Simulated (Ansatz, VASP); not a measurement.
# ZnO: VASP beside Ansatz

```
Zn O
1.0
     3.18685    0.00000    0.00000
    -1.59342    2.75989    0.00000
     0.00000    0.00000    5.15283
Zn O
2 2
Direct
  0.33333 0.66667 0.50032
  0.66667 0.33333 0.00032
  0.66667 0.33333 0.37869
  0.33333 0.66667 0.87869
```

Alike in both runs: functional LDA; k mesh 12 × 12 × 6; no spin polarisation.

Ansatz relaxed the structure, and its values are those at the end. VASP's run is a single point on that final structure, the one shown.

|  | VASP | Ansatz |
| --- | --- | --- |
| version | VASP 6.6.1 | Ansatz 0.2.0 |
| potentials or method | VASP PAW LDA potentials, release 64 (Zn, O_h), cutoff 910 eV | scalar-relativistic, plane waves, PAW |
| occupations | gaussian, width 0.01 eV | fixed |
| valence electrons in the cell | 36 | 36 |

Ansatz gave:

* gap on the k mesh at the Fermi level (eV): 0.80
* least direct gap on the mesh (eV): 0.80

**Question.** Estimate VASP's values.

**Answer.** gap on the k mesh at the Fermi level (eV): 0.81; least direct gap on the mesh (eV): 0.81.

LDA's correlation is that of Perdew and Zunger in VASP and of Perdew and Wang (1992) in Ansatz.

Noted on VASP's run: the cutoff is short for stress, so the pressure is rough.
